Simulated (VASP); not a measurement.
# V (Im-3m) in VASP: a series of runs

V is run at these levels: PBE; tasks: single point.

All numbers are computed with VASP 6.6.1; they aren't measurements. Logs are shortened: lines on timing, memory, paths and dates and some standing lists are left out, and cuts for length are marked.

## (1) The cell of the first run

The structure is cubic, space group Im-3m (No. 229). The conventional cell has a = 3.026 Å, b = 3.026 Å, c = 3.026 Å, α = 90.00°, β = 90.00°, γ = 90.00°. Within 3.5 Å of V (site symmetry m-3m) lie 14 V at 2.62 to 3.03 Å.

## (2) Single point, PBE, collinear spin, ferromagnetic start

File INCAR:

```
PREC = Accurate
ENCUT = 500
EDIFF = 1E-6
ISMEAR = -1
SIGMA = 0.08617333262145177
LREAL = False
LASPH = True
NELM = 200
ALGO = Normal
ISIF = 2
LWAVE = False
LCHARG = True
ISPIN = 2
MAGMOM = 0.51
LORBIT = 11
LMAXMIX = 4
GGA = PE
LELF = True
LVHAR = True
NBANDS = 16
GGA_COMPAT = False
```

File KPOINTS:

```
regular mesh
0
Gamma
  6 6 6
```

File POSCAR:

```
V
1.0
   -1.5130000000      1.5130000000      1.5130000000
    1.5130000000     -1.5130000000      1.5130000000
    1.5130000000      1.5130000000     -1.5130000000
V
1
Direct
    0.0000000000      0.0000000000      0.0000000000
```

Potentials or basis: VASP PAW PBE potentials, release 64 (V_sv).

Command:

```bash
$ cat potpaw_PBE.64/V_sv/POTCAR > POTCAR
$ mpirun -np 1 vasp_std > vasp.out
```

OUTCAR:

```text
PREC = Accurate
   ENCUT = 500
   EDIFF = 1E-6
   ISMEAR = -1
   LREAL = False
   LASPH = True
   NELM = 200
   ISIF = 2
   ISPIN = 2
   LORBIT = 11
   GGA = PE

 ion  position               nearest neighbor table
   1  0.000  0.000  0.000-

  LATTYP: Found a body centered cubic cell.
 ALAT       =     3.0260000000

  Lattice vectors:

 A1 = (  -1.5130000000,   1.5130000000,   1.5130000000)
 A2 = (   1.5130000000,  -1.5130000000,   1.5130000000)
 A3 = (   1.5130000000,   1.5130000000,  -1.5130000000)

Analysis of symmetry for initial positions (statically):
=====================================================================
 Subroutine PRICEL returns:
 Original cell was already a primitive cell.

 Routine SETGRP: Setting up the symmetry group for a
 body centered cubic supercell.

 Subroutine GETGRP returns: Found 48 space group operations
 (whereof 48 operations were pure point group operations)
 out of a pool of 48 trial point group operations.

The static configuration has the point symmetry O_h .

Analysis of symmetry for dynamics (positions and initial velocities):
=====================================================================
 Subroutine PRICEL returns:
 Original cell was already a primitive cell.

 Routine SETGRP: Setting up the symmetry group for a
 body centered cubic supercell.

 Subroutine GETGRP returns: Found 48 space group operations
 (whereof 48 operations were pure point group operations)
 out of a pool of 48 trial point group operations.

The dynamic configuration has the point symmetry O_h .

Analysis of structural, dynamic, and magnetic symmetry:
=====================================================================
 Subroutine PRICEL returns:
 Original cell was already a primitive cell.

 Routine SETGRP: Setting up the symmetry group for a
 body centered cubic supercell.

 Subroutine GETGRP returns: Found 48 space group operations
 (whereof 48 operations were pure point group operations)
 out of a pool of 48 trial point group operations.

The overall configuration has the point symmetry O_h .

 Subroutine INISYM returns: Found 48 space group operations
 (whereof 48 operations are pure point group operations),
 and found     1 'primitive' translations

----------------------------------------------------------------------------------------

                                     Primitive cell

[... 94 lines left out ...]
   ISMEAR =    -1;   SIGMA  =   0.09  broadening in eV -4-tet -1-fermi 0-gaus
   EFERMI_NEDOS =   21; number of points for ismear=-14 and -15
   IALGO  =     38    algorithm
   IMIX   =      4    mixing-type and parameters
     AMIX     =   0.40;   BMIX     =  1.00
     AMIX_MAG =   1.60;   BMIX_MAG =  1.00
  volume/ion in A,a.u.               =      13.85        93.49
  Fermi-wavevector in a.u.,A,eV,Ry     =   1.602742  3.028744 34.950411  2.568783
  Thomas-Fermi vector in A             =   2.699515
   LORBIT       =     11    0 simple, 1 ext, 2 COOP (PROOUT), +10 PAW based schemes
   GGA     = PE    functional components
   LHFCALC =     F    Hartree Fock is set to
   AEXX    =    0.0000 exact exchange contribution
   IVDW    =     0    specifies the selected vdW correction
   LEPSILON=     F    determine dielectric tensor
   LRPA    =     F    only Hartree local field effects (RPA)
 spin polarized calculation
  energy-cutoff  :      500.00
  volume of cell :       13.85
 maximum number of plane-waves:       370
   NGX =  9   NGY =  9   NGZ =  9

 number of electron      12.9999996 magnetization       0.4975670

 Free energy of the ion-electron system (eV)
  ---------------------------------------------------
  ext. energy  EPLUGINS =         0.00000000
  ---------------------------------------------------
  free energy    TOTEN  =        -8.96956975 eV

  energy without entropy =       -8.92251181  energy(sigma->0) =       -8.94604078

 E-fermi :   9.3715     XC(G=0): -12.7502

 val. band max:        9.3536412808   @ k =   0.5000   0.5000   0.1667
 cond. band min:       9.3788904942   @ k =   0.1667   0.0000   0.0000
 fundamental gap:      0.0252492134
 Fermi energy:         9.3715266741

 spin component 1

 k-point     1 :       0.0000    0.0000    0.0000
  band No.  band energies     occupation
      1     -54.5671      1.00000
      2     -27.9095      1.00000
      3     -27.9095      1.00000
      4     -27.9095      1.00000
      5       2.6713      1.00000
      6       9.5425      0.12090
[... 280 lines left out ...]
      2     -28.4751      1.00000
      3     -28.4751      1.00000
      4     -28.4751      1.00000
      5       6.3811      1.00000
      6       6.3811      1.00000
[... 8 lines left out ...]
     15      30.4802      0.00000
     16      40.9594      0.00000
 Fermi energy:         9.3715266741

 spin component 2

 k-point     1 :       0.0000    0.0000    0.0000
  band No.  band energies     occupation
      1     -54.2182      1.00000
      2     -27.5648      1.00000
      3     -27.5648      1.00000
      4     -27.5648      1.00000
      5       3.0116      1.00000
      6       9.9953      0.00072
[... 281 lines left out ...]
      3     -28.1265      1.00000
      4     -28.1265      1.00000
      5       6.6103      1.00000
      6       6.6103      1.00000
[... 8 lines left out ...]
     15      30.7101      0.00000
     16      41.5194      0.00000

------------------------ aborting loop because EDIFF is reached ----------------------------------------

  FORCE on cell =-STRESS in cart. coord.  units (eV):
  Direction    XX          YY          ZZ          XY          YZ          ZX
  --------------------------------------------------------------------------------------
  -------------------------------------------------------------------------------------
  Total       -0.2752544     -0.2752544     -0.2752544      0.0000000     -0.0000000      0.0000000
  in kB      -31.8323072    -31.8323072    -31.8323072      0.0000000     -0.0000000      0.0000000
  external PRESSURE =     -31.8323072 kB  Pullay stress =       0.0000000 kB

 VOLUME and BASIS-vectors are now :
 -----------------------------------------------------------------------------
  energy-cutoff  :      500.00
  volume of cell :       13.85
      direct lattice vectors                 reciprocal lattice vectors
    -1.513000000  1.513000000  1.513000000     0.000000000  0.330469266  0.330469266
     1.513000000 -1.513000000  1.513000000     0.330469266  0.000000000  0.330469266
     1.513000000  1.513000000 -1.513000000     0.330469266  0.330469266  0.000000000

 POSITION                                       TOTAL-FORCE (eV/Angst)
 -----------------------------------------------------------------------------------
      0.00000      0.00000      0.00000        -0.000000      0.000000      0.000000
 -----------------------------------------------------------------------------------
    total drift:                               -0.000000     -0.000000      0.000000

  FREE ENERGIE OF THE ION-ELECTRON SYSTEM (eV)
  ---------------------------------------------------
  free  energy   TOTEN  =        -8.9695697540 eV

  energy  without entropy=       -8.9225118097  energy(sigma->0) =       -8.94604078

 total charge

# of ion       s       p       d       tot
------------------------------------------
    1        2.332   6.218   3.050  11.601

 magnetization (x)

# of ion       s       p       d       tot
------------------------------------------
    1        0.007   0.038   0.354   0.399
```

Wall time 24 s (1 thread of AMD EPYC 7R13, shared host); peak memory 0.1 GiB.

What came out:

| Quantity | Value |
| --- | --- |
| Free energy | -8.9696 eV |
| Pressure | -3.2 GPa |
| Net moment | 0.50 μB per cell |
| Site moments | V +0.40 μB |
| Valence electrons inside the program's atomic spheres | V 11.60 |

Caveat: the k points lie up to 0.49 Å⁻¹ apart.

## (3) Single point, PBE, collinear spin, ferromagnetic start

File INCAR:

```
PREC = Accurate
ENCUT = 500
EDIFF = 1E-6
ISMEAR = 0
SIGMA = 0.1
LREAL = F
LASPH = T
NELM = 200
ALGO = Normal
ISIF = 2
LWAVE = F
LCHARG = F
ISPIN = 2
MAGMOM = 0.51
LORBIT = 11
LMAXMIX = 4
GGA = PE
NELECT = 12.75
NBANDS = 16
GGA_COMPAT = F
```

KPOINTS is that of step 2.

POSCAR is that of step 2.

Potentials or basis: VASP PAW PBE potentials, release 64 (V_sv).

Command:

```bash
$ cat potpaw_PBE.64/V_sv/POTCAR > POTCAR
$ mpirun -np 1 vasp_std > vasp.out
```

Wall time 24 s (1 thread of AMD EPYC 7R13, shared host); peak memory 0.1 GiB.

Results (log left out):

* Free energy: -11.2816 eV
* Net moment: 0.77 μB per cell
* Site moments: V +0.62 μB
* Valence electrons inside the program's atomic spheres: V 11.44

Levels at points of the mesh, in eV from the Fermi level:
Spin up:
```tsv
k point	band 3	band 4	band 5	band 6	band 7	band 8	band 9	band 10	band 11	band 12
(0.00, 0.00, 0.00)	-37.44	-37.44	-6.46	0.11	0.11	0.11	2.22	2.22	20.38	20.38
(0.50, 0.00, 0.00)	-37.69	-37.44	-3.15	-1.32	1.61	2.14	2.53	3.59	9.64	15.84
(0.50, 0.50, 0.50)	-37.99	-37.99	-2.86	-2.86	3.23	3.23	3.23	9.93	9.93	9.93
```
Spin down:
```
           k point  band 3  band 4  band 5  band 6  band 7  band 8  band 9  band 10
(0.00, 0.00, 0.00)  -36.89  -36.89   -5.93    0.84    0.84    0.84    2.52     2.52
(0.50, 0.00, 0.00)  -37.14  -36.90   -2.59   -0.60    2.13    2.59    2.85     4.30
(0.50, 0.50, 0.50)  -37.44  -37.44   -2.51   -2.51    3.93    3.93    3.93    10.59
```

Caveat: the k points lie up to 0.49 Å⁻¹ apart; the cell carries a net charge on a neutralising background, which shifts energy and pressure; the cell is charged against a uniform background, so pressure and absolute levels hang on convention.
